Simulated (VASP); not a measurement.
# Cu8O7 (a cell with a defect) in VASP: a series of runs

Cu8O7 (a cell with a defect) is run at these levels: LDA; tasks: single point.

Everything below comes from runs of VASP 6.6.1. Logs are shortened: lines on timing, memory, paths and dates and some standing lists are left out, and cuts for length are marked.

## Step 1: The cell of the first run

The cell holds a defect, 15 atoms: a = 5.801 Å, b = 5.801 Å, c = 5.129 Å, α = 97.69°, β = 97.69°, γ = 72.31°.

## Step 2: Single point, LDA

The input, INCAR:

```
PREC = Accurate ; ENCUT = 520
EDIFF = 1E-6 ; ISMEAR = -1
SIGMA = 0.05 ; LREAL = Auto
LASPH = True ; NELM = 80
ALGO = Normal ; ISIF = 2
LWAVE = False ; LCHARG = True
LELF = True ; LVHAR = True
NBANDS = 78
```

The input, KPOINTS:

```
Automatic mesh
0
Gamma
  3 3 3
```

The input, POSCAR:

```
Cu8O7
1.0
    4.6837000000     -3.4226000000      0.0000000000
    4.6837000000      3.4226000000      0.0000000000
   -0.8500270000      0.0000000000      5.0578690000
Cu O
8 7
Direct
   -0.0163929247      0.2494260117      0.0194646212
    0.2434527402     -0.0143654957      0.5155627949
    0.0116509468      0.7537765426     -0.0116222384
    0.2573231775      0.4825995414      0.5135587853
    0.4804894837      0.2451344620      0.0157305380
    0.7478928539      0.0141415269      0.4844207369
    0.5143154707      0.7398587947     -0.0102225500
    0.7525871803      0.5172108466      0.4877150555
    0.2783670811      0.1988372462      0.2900680503
    0.2041039926      0.2589383523      0.7760960923
    0.2843262609      0.7129851039      0.2520337940
    0.2371790453      0.7597173125      0.7517492757
    0.7535507370      0.2440876460      0.2517855830
    0.7977158404      0.7197216252      0.2134575728
    0.7385276143      0.7933488837      0.7276141887
```

Potentials or basis: VASP PAW LDA potentials, release 64 (Cu, O).

Run with:

```bash
$ cat potpaw_LDA.64/Cu/POTCAR potpaw_LDA.64/O/POTCAR > POTCAR
$ mpirun -np 1 vasp_std > vasp.out
```

OUTCAR:

```text
PREC = Accurate
   ENCUT = 520
   EDIFF = 1E-6
   ISMEAR = -1
   LREAL = Auto
   LASPH = True
   NELM = 80
   ISIF = 2

 ion  position               nearest neighbor table
   1  0.984  0.249  0.019-  13 1.91  10 1.92   9 2.03
   2  0.243  0.986  0.516-   9 1.87  10 1.91  12 1.91  11 1.92
   3  0.012  0.754  0.988-  14 1.87  15 1.91  12 1.91  11 1.92
   4  0.257  0.483  0.514-   9 1.86  12 1.87  11 2.07  10 2.10
   5  0.480  0.245  0.016-  13 1.86  10 1.87   9 2.04
   6  0.748  0.014  0.484-  13 1.91  15 1.92  14 2.03
   7  0.514  0.740  0.990-  14 1.86  12 1.87  11 2.07  15 2.10
   8  0.753  0.517  0.488-  13 1.86  15 1.87  14 2.04
   9  0.278  0.199  0.290-   4 1.86   2 1.87   1 2.03   5 2.04
  10  0.204  0.259  0.776-   5 1.87   2 1.91   1 1.92   4 2.10
  11  0.284  0.713  0.252-   2 1.92   3 1.92   4 2.07   7 2.07
  12  0.237  0.760  0.752-   7 1.87   4 1.87   3 1.91   2 1.91
  13  0.754  0.244  0.252-   5 1.86   8 1.86   1 1.91   6 1.91
  14  0.798  0.720  0.213-   7 1.86   3 1.87   6 2.03   8 2.04
  15  0.739  0.793  0.728-   8 1.87   3 1.91   6 1.92   7 2.10

  LATTYP: Found a base centered monoclinic cell.
 ALAT       =     9.3674000000
 B/A-ratio  =     0.7307470589
 C/A-ratio  =     0.5475158037
 COS(beta)  =    -0.1657360545

  Lattice vectors:

 A1 = (   4.6837000000,  -3.4226000000,   0.0000000000)
 A2 = (   4.6837000000,   3.4226000000,   0.0000000000)
 A3 = (  -0.8500270000,   0.0000000000,   5.0578690000)

Analysis of symmetry for initial positions (statically):
=====================================================================
 Subroutine PRICEL returns:
 Original cell was already a primitive cell.

 Routine SETGRP: Setting up the symmetry group for a
 base centered monoclinic supercell.

 Subroutine GETGRP returns: Found  1 space group operations
 (whereof  1 operations were pure point group operations)
 out of a pool of  4 trial point group operations.

The static configuration has the point symmetry C_1 .

Analysis of symmetry for dynamics (positions and initial velocities):
=====================================================================
 Subroutine PRICEL returns:
 Original cell was already a primitive cell.

 Routine SETGRP: Setting up the symmetry group for a
 base centered monoclinic supercell.

 Subroutine GETGRP returns: Found  1 space group operations
 (whereof  1 operations were pure point group operations)
 out of a pool of  4 trial point group operations.

The dynamic configuration has the point symmetry C_1 .

 Subroutine INISYM returns: Found  1 space group operations
 (whereof  1 operations are pure point group operations),
 and found     1 'primitive' translations

----------------------------------------------------------------------------------------

                                     Primitive cell

  volume of cell :     162.1596

  direct lattice vectors                    reciprocal lattice vectors
     4.683700000 -3.422600000  0.000000000     0.106753208 -0.146087770  0.017940977
     4.683700000  3.422600000  0.000000000     0.106753208  0.146087770  0.017940977
    -0.850027000  0.000000000  5.057869000     0.000000000  0.000000000  0.197711724

  length of vectors
     5.800968579  5.800968579  5.128799540     0.181823438  0.181823438  0.197711724

  position of ions in fractional coordinates (direct lattice)
     0.983607075  0.249426012  0.019464621
     0.243452740  0.985634504  0.515562795
     0.011650947  0.753776543  0.988377762
     0.257323177  0.482599541  0.513558785
     0.480489484  0.245134462  0.015730538
     0.747892854  0.014141527  0.484420737
     0.514315471  0.739858795  0.989777450
     0.752587180  0.517210847  0.487715055
     0.278367081  0.198837246  0.290068050
     0.204103993  0.258938352  0.776096092
     0.284326261  0.712985104  0.252033794
     0.237179045  0.759717313  0.751749276
     0.753550737  0.244087646  0.251785583
     0.797715840  0.719721625  0.213457573
     0.738527614  0.793348884  0.727614189

  ion indices of the primitive-cell ions
   primitive index   ion index
                 1           1
                 2           2
[... 28 lines left out ...]

  Length of vectors
     0.060607813  0.060607813  0.065903908

  Shift w.r.t. Gamma in fractional coordinates (k-lattice)
     0.000000000  0.000000000  0.000000000

 Subroutine IBZKPT returns following result:
 ===========================================

 Found     14 irreducible k-points:

 Following reciprocal coordinates:
            Coordinates               Weight
  0.000000  0.000000  0.000000      1.000000
  0.333333 -0.000000 -0.000000      2.000000
  0.000000 -0.333333  0.000000      2.000000
  0.333333  0.333333 -0.000000      2.000000
 -0.333333  0.333333  0.000000      2.000000
  0.000000  0.000000  0.333333      2.000000
  0.333333 -0.000000  0.333333      2.000000
  0.000000 -0.333333 -0.333333      2.000000
 -0.333333  0.000000  0.333333      2.000000
 -0.000000  0.333333 -0.333333      2.000000
  0.333333  0.333333  0.333333      2.000000
 -0.333333  0.333333  0.333333      2.000000
 -0.333333  0.333333 -0.333333      2.000000
 -0.333333 -0.333333  0.333333      2.000000
   k-points           NKPTS =     14   k-points in BZ     NKDIM =     14   number of bands    NBANDS=     78
   number of dos      NEDOS =    301   number of ions     NIONS =     15
   total plane-waves  NPLWV =  92160
   dimension x,y,z NGX =    48 NGY =   48 NGZ =   40
   dimension x,y,z NGXF=    96 NGYF=   96 NGZF=   80
   ions per type =               8   7
   NGX,Y,Z   is equivalent  to a cutoff of  13.76, 13.76, 12.97 a.u.
   NGXF,Y,Z  is equivalent  to a cutoff of  27.51, 27.51, 25.93 a.u.
 SYSTEM =  unknown system
   PREC   = accura    normal or accurate (medium, high low for compatibility)
   ISTART =      0    job   : 0-new  1-cont  2-samecut
   ICHARG =      2    charge: 1-file 2-atom 10-const
   ISPIN  =      1    spin polarized calculation?
   LNONCOLLINEAR =      F non collinear calculations
   LSORBIT =      F    spin-orbit coupling
   LASPH  =      T    aspherical Exc in radial PAW
   ENCUT  =  520.0 eV  38.22 Ry    6.18 a.u.  10.79 10.79  9.54*2*pi/ulx,y,z
   NELM   =     80;   NELMIN=  2; NELMDL= -5     # of ELM steps
   EDIFF  = 0.1E-05   stopping-criterion for ELM
   LREAL  =      T    real-space projection
   EDIFFG = 0.1E-04   stopping-criterion for IOM
   NSW    =      0    number of steps for IOM
   IBRION =     -1    ionic relax: 0-MD 1-quasi-New 2-CG
   NFREE  =      0    steps in history (QN), initial steepest desc. (CG)
   ISIF   =      2    stress and relaxation
   ISYM   =      2    0-nonsym 1-usesym 2-fastsym
   POTIM  = 0.5000    time-step for ionic-motion
   TEBEG  =    0.0;   TEEND  =   0.0 temperature during run
   PSTRESS=    0.0 pullay stress
   NELECT =     130.0000    total number of electrons
   NUPDOWN=      -1.0000    fix difference up-down
   EMIN   =  10.00;   EMAX   =-10.00  energy-range for DOS
   EFERMI =   0.00;   METHOD = LEGACY
   ISMEAR =    -1;   SIGMA  =   0.05  broadening in eV -4-tet -1-fermi 0-gaus
   EFERMI_NEDOS =   21; number of points for ismear=-14 and -15
   IALGO  =     38    algorithm
   IMIX   =      4    mixing-type and parameters
     AMIX     =   0.40;   BMIX     =  1.00
     AMIX_MAG =   1.60;   BMIX_MAG =  1.00
  volume/ion in A,a.u.               =      10.81        72.95
  Fermi-wavevector in a.u.,A,eV,Ry     =   1.520810  2.873915 31.468421  2.312864
  Thomas-Fermi vector in A             =   2.629610
   LORBIT       =      0    0 simple, 1 ext, 2 COOP (PROOUT), +10 PAW based schemes
   GGA     = CA    functional components
   LHFCALC =     F    Hartree Fock is set to
   AEXX    =    0.0000 exact exchange contribution
   IVDW    =     0    specifies the selected vdW correction
   LEPSILON=     F    determine dielectric tensor
   LRPA    =     F    only Hartree local field effects (RPA)
 non-spin polarized calculation
  energy-cutoff  :      520.00
  volume of cell :      162.16
 maximum number of plane-waves:      4387
 NGX is ok and might be reduce to    48
   NGX = 21   NGY = 21   NGZ = 19

 number of electron     129.9999991 magnetization

 Free energy of the ion-electron system (eV)
  ---------------------------------------------------
  ext. energy  EPLUGINS =         0.00000000
  ---------------------------------------------------
  free energy    TOTEN  =       -84.65994030 eV

  energy without entropy =      -84.58498441  energy(sigma->0) =      -84.62246236

 E-fermi :   5.0066     XC(G=0): -12.1245

 val. band max:        4.9932598137   @ k =  -0.3333  -0.3333   0.3333
 cond. band min:       5.0078178834   @ k =  -0.3333   0.3333  -0.3333
 fundamental gap:      0.0145580698
 Fermi energy:         5.0065950926

 k-point     1 :       0.0000    0.0000    0.0000
  band No.  band energies     occupation
      1     -14.6602      2.00000
      2     -13.9814      2.00000
      3     -13.8007      2.00000
      4     -13.4430      2.00000
      5     -13.1434      2.00000
      6     -12.9516      2.00000
[... 1109 lines left out ...]
     76      10.8810      0.00000
     77      12.3010      0.00000
 [bands above 77 left out]

------------------------ aborting loop because EDIFF is reached ----------------------------------------

  FORCE on cell =-STRESS in cart. coord.  units (eV):
  Direction    XX          YY          ZZ          XY          YZ          ZX
  --------------------------------------------------------------------------------------
  -------------------------------------------------------------------------------------
  Total       -8.8669326     -3.1419872     -6.8176444      0.0026088      0.0071646      1.8174756
  in kB      -87.6074828    -31.0436087    -67.3600095      0.0257752      0.0707883     17.9571077
  external PRESSURE =     -62.0037003 kB  Pullay stress =       0.0000000 kB

 VOLUME and BASIS-vectors are now :
 -----------------------------------------------------------------------------
  energy-cutoff  :      520.00
  volume of cell :      162.16
      direct lattice vectors                 reciprocal lattice vectors
     4.683700000 -3.422600000  0.000000000     0.106753208 -0.146087770  0.017940977
     4.683700000  3.422600000  0.000000000     0.106753208  0.146087770  0.017940977
    -0.850027000  0.000000000  5.057869000     0.000000000  0.000000000  0.197711724

 POSITION                                       TOTAL-FORCE (eV/Angst)
 -----------------------------------------------------------------------------------
      5.75861     -2.51281      0.09845         0.013207      0.009076     -0.009831
      5.31843      2.54019      2.60765        -0.012154     -0.018255      0.018977
      2.74488      2.54000      4.99909         0.009671     -0.009238     -0.022168
      3.02904      0.77103      2.59751        -0.008304      0.010553      0.019669
      3.38523     -0.80553      0.07956        -0.003555     -0.004064     -0.007188
      3.15737     -2.51134      2.45014        -0.010249      0.011105      0.002190
      5.03284      0.77194      5.00616         0.014668      0.012346     -0.014112
      5.53278     -0.80560      2.46680        -0.003983     -0.004064      0.008903
      1.98852     -0.27220      1.46713         0.000628     -0.035937     -0.083165
      1.50905      0.18768      3.92539         0.015131      0.070744     -0.042632
      4.45687      1.46713      1.27475        -0.005458     -0.060418     -0.006310
      4.03016      1.78844      3.80225         0.003778      0.043041      0.000924
      4.45861     -1.74369      1.27350        -0.004165     -0.059593      0.004350
      6.92578     -0.26694      1.07964         0.003433     -0.044968      0.090486
      6.55636      0.18763      3.68018        -0.012649      0.079673      0.039907
 -----------------------------------------------------------------------------------
    total drift:                               -0.007203      0.004926      0.001107

  FREE ENERGIE OF THE ION-ELECTRON SYSTEM (eV)
  ---------------------------------------------------
  free  energy   TOTEN  =       -84.6599402979 eV

  energy  without entropy=      -84.5849844126  energy(sigma->0) =      -84.62246236
```

It took 6.6 min on 1 thread of Intel Xeon 6975P-C (Granite Rapids), shared host; peak memory 0.3 GiB.

Results:

```yaml
Free_energy: -84.6599 eV
Pressure: -6.2 GPa
Largest_force: 0.101 eV/Å
Band_gap_on_the_k_mesh: zero (bands 65 and 66 overlap by 0.14 eV)
```

Forces on the atoms (eV/Å):
```
Cu   0.013  0.009 -0.010
Cu  -0.012 -0.018  0.019
Cu   0.010 -0.009 -0.022
Cu  -0.008  0.011  0.020
Cu  -0.004 -0.004 -0.007
Cu  -0.010  0.011  0.002
Cu   0.015  0.012 -0.014
Cu  -0.004 -0.004  0.009
O    0.001 -0.036 -0.083
O    0.015  0.071 -0.043
O   -0.005 -0.060 -0.006
O    0.004  0.043  0.001
O   -0.004 -0.060  0.004
O    0.003 -0.045  0.090
O   -0.013  0.080  0.040
```

Levels at points of the mesh, in eV from the Fermi level:
```csv
k point,band 62,band 63,band 64,band 65,band 66,band 67,band 68,band 69
"(0.00, 0.00, 0.00)",-0.66,-0.48,-0.05,-0.02,0.37,0.75,0.88,1.02
```

Caveat: the k points lie up to 0.41 Å⁻¹ apart; semilocal functionals often make such compounds metallic where correlation or magnetic order opens a gap, which also shifts bond lengths. With open d or f shells a metallic result of LDA can be an artefact of self-interaction; +U or a hybrid may open a gap.

## Step 3: Single point, LDA

The input, INCAR:

```
ALGO = Normal
EDIFF = 1E-6
ENCUT = 520
GGA = CA
ISIF = 2
ISMEAR = -1
LASPH = True
LCHARG = False
LREAL = Auto
LWAVE = False
NBANDS = 78
NELM = 80
PREC = Accurate
SIGMA = 0.05
```

The input, KPOINTS:

```
k-points
0
Gamma
  3 3 3
```

The input, POSCAR:

```
Cu8O7
1.0
    4.6837000000     -3.4226000000      0.0000000000
    4.6837000000      3.4226000000      0.0000000000
   -0.8500270000      0.0000000000      5.0578690000
Cu O
8 7
Direct
   -0.0163929086      0.2494260595      0.0194645215
    0.2434528228     -0.0143655024      0.5155627795
    0.0116509574      0.7537765344     -0.0116222860
    0.2573231375      0.4825995355      0.5135587735
    0.4804894169      0.2451344236      0.0157305379
    0.7478928474      0.0141416057      0.4844208104
    0.5143153671      0.7398588136     -0.0102224870
    0.7525871713      0.5172108492      0.4877150832
    0.2783670800      0.1988371904      0.2900680109
    0.2041040192      0.2589383557      0.7760960199
    0.2843262578      0.7129851721      0.2520338111
    0.2371790771      0.7597172060      0.7517492051
    0.7535506359      0.2440876545      0.2517854852
    0.7977158156      0.7197216006      0.2134574858
    0.7385276238      0.7933488124      0.7276141395
```

Potentials or basis: VASP PAW LDA potentials, release 64 (Cu, O).

Run with:

```bash
$ cat potpaw_LDA.64/Cu/POTCAR potpaw_LDA.64/O/POTCAR > POTCAR
$ mpirun -np 1 vasp_std > vasp.out
```

Wall time 6.8 min (1 thread of Intel Xeon 6975P-C (Granite Rapids), shared host); peak memory 0.3 GiB.

It converged, with:

| Property | Result |
| --- | --- |
| Free energy | -84.6599 eV |
| Pressure | -6.2 GPa |
| Largest force | 0.101 eV/Å |
| Band gap on the k mesh | zero (bands 65 and 66 overlap by 0.14 eV) |

Forces on the atoms (eV/Å):
```
Cu   0.013  0.009 -0.010
Cu  -0.012 -0.018  0.019
Cu   0.010 -0.009 -0.022
Cu  -0.008  0.011  0.020
Cu  -0.004 -0.004 -0.007
Cu  -0.010  0.011  0.002
Cu   0.015  0.012 -0.014
Cu  -0.004 -0.004  0.009
O    0.001 -0.036 -0.083
O    0.015  0.071 -0.043
O   -0.005 -0.060 -0.006
O    0.004  0.043  0.001
O   -0.004 -0.060  0.004
O    0.003 -0.045  0.090
O   -0.013  0.080  0.040
```

Stress tensor (GPa, compression positive):
```
-8.76  0.00  1.80
 0.00 -3.10  0.01
 1.80  0.01 -6.74
```

Levels at points of the mesh, in eV from the Fermi level:
```tsv
k point	band 61	band 62	band 63	band 64	band 65	band 66	band 67	band 68	band 69	band 70
(0.00, 0.00, 0.00)	-0.76	-0.66	-0.48	-0.05	-0.02	0.37	0.75	0.88	1.02	3.06
```

Caveat: the k points lie up to 0.41 Å⁻¹ apart; semilocal functionals often make such compounds metallic where correlation or magnetic order opens a gap, which also shifts bond lengths. With open d or f shells a metallic result of LDA can be an artefact of self-interaction; +U or a hybrid may open a gap.
